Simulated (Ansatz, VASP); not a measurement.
# GeSb2Te4 in VASP and in Ansatz

INCAR

```
ALGO = Normal
EDIFF = 1E-7
ENCUT = 520
GGA = PE
ISIF = 2
ISMEAR = 0
LASPH = T
LCHARG = F
LREAL = F
LWAVE = F
NBANDS = 33
NELM = 100
PREC = Accurate
SIGMA = 0.03
```

KPOINTS

```
k-points
0
Gamma
  9 9 3
```

The input POSCAR:

```
GeSb2Te4
1.0
   -4.2977010893      0.0000000000      0.0000000000
   -2.1488505447     -3.7219183212      0.0000000000
    0.8595402179      1.2406394404     14.1302728042
Ge Sb Te
1 2 4
Direct
    0.5090612593      0.5712625926      0.2073377777
    0.1945284787      0.4259347865      0.7713543595
    0.8517055830      0.9977058295      0.4866674886
    0.8390702871      0.8713528710      0.1076086130
   -0.1347701458      0.1329485421      0.8923956264
    0.5230295957      0.7109459565      0.6263878696
    0.1809198422      0.2898484217      0.3630952651
```

Input for Ansatz:

```yaml
crystal:
  lattice:
    - [-4.2977010893, 0.0, 0.0]
    - [-2.1488505447, -3.7219183212, 0.0]
    - [0.8595402179, 1.2406394404, 14.1302728042]
  atoms:
    - { symbol: Ge, position: [0.5090612593, 0.5712625926, 0.2073377777] }
    - { symbol: Sb, position: [0.1945284787, 0.4259347865, 0.7713543595] }
    - { symbol: Sb, position: [0.851705583, 0.9977058295, 0.4866674886] }
    - { symbol: Te, position: [0.8390702871, 0.871352871, 0.107608613] }
    - { symbol: Te, position: [-0.1347701458, 0.1329485421, 0.8923956264] }
    - { symbol: Te, position: [0.5230295957, 0.7109459565, 0.6263878696] }
    - { symbol: Te, position: [0.1809198422, 0.2898484217, 0.3630952651] }
basis:
  ecutwfc: 420
kpoints:
  mp_grid: { grid: [9, 9, 3] }
hamiltonian:
  xc: pbe
scf:
  occupations: { method: gaussian, width: 0.03 }
output:
  forces: true
  stress: true
  eigenvalues: true
```

Alike in both runs: task single point; functional PBE; k mesh 9 × 9 × 3; occupations gaussian, width 0.03 eV; no spin polarisation.

```csv
,VASP,Ansatz
version,VASP 6.6.1,Ansatz 0.2.0
potentials or method,"VASP PAW PBE potentials, release 64 (Ge_d, Sb, Te), cutoff 520 eV","scalar-relativistic, plane waves, PAW"
valence electrons in the cell,48,108
```

|  | VASP | Ansatz | Ansatz less VASP |
| --- | --- | --- | --- |
| gap on the k mesh at the Fermi level (eV) | 0.23 | 0.23 | +0.007 |
| least direct gap on the mesh (eV) | 0.29 | 0.30 | +0.005 |
| pressure (GPa) | 0.4 | 0.4 | +0.01 |
| traceless stress, the component that is largest in VASP (GPa) | 0.49 | 0.50 | +0.003 |
| rms of the force components (eV/Å) | 0.088 | 0.089 | +0.0010 |

Atom by atom the forces differ by 0.010 eV/Å (rms over components). The functional is the same, so the differences come from potentials, cutoffs and numerics. VASP's potentials hold 48 valence electrons a cell and Ansatz's 108, so a difference there can come from the potentials and not from the codes.

Spin-orbit coupling is off throughout.
